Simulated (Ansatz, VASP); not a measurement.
Ti3S2 in VASP and in Ansatz

```
CELL_PARAMETERS angstrom
2.71311 1.56642 3.23762
-2.71311 1.56642 3.23762
0.00000 -3.13283 3.23762
ATOMIC_POSITIONS crystal
Ti 0.00000 0.33565 0.66434
Ti 0.66434 0.00000 0.33565
Ti 0.33565 0.66434 0.00000
S 0.16784 0.16784 0.16784
S 0.83216 0.83216 0.83216
```

Alike in both runs: functional PBEsol; k mesh 6 × 6 × 6; occupations fermi-dirac, width 0.05 eV; no spin polarisation; Hubbard terms Ti d U = 4.0 eV.

```csv
,VASP,Ansatz
version,VASP 6.6.1,Ansatz 0.2.0
potentials or method,"VASP PAW PBE potentials, release 64 (Ti_sv, S)",Ansatz PAW
plane-wave cutoff (eV),520,420
valence electrons in the cell,48,48
task,single point,projected density of states
```

|  | VASP | Ansatz | Ansatz less VASP |
| --- | --- | --- | --- |
| gap on the k mesh at the Fermi level (eV) | none | none | - |
| pressure (GPa) | 1.8 | 0.4 | -1.41 |
| traceless stress, the component that is largest in VASP (GPa) | 0.63 | -0.04 | -0.676 |
| rms of the force components (eV/Å) | 0.043 | 0.048 | +0.0054 |

VASP's potentials were made for PBE, not for PBEsol. The programs project onto different local orbitals, so the same U acts differently, and such runs can settle in different states. Atom by atom the forces differ by 0.086 eV/Å (rms over components). A gap of «none» marks a metal or a gap that the smearing closes.
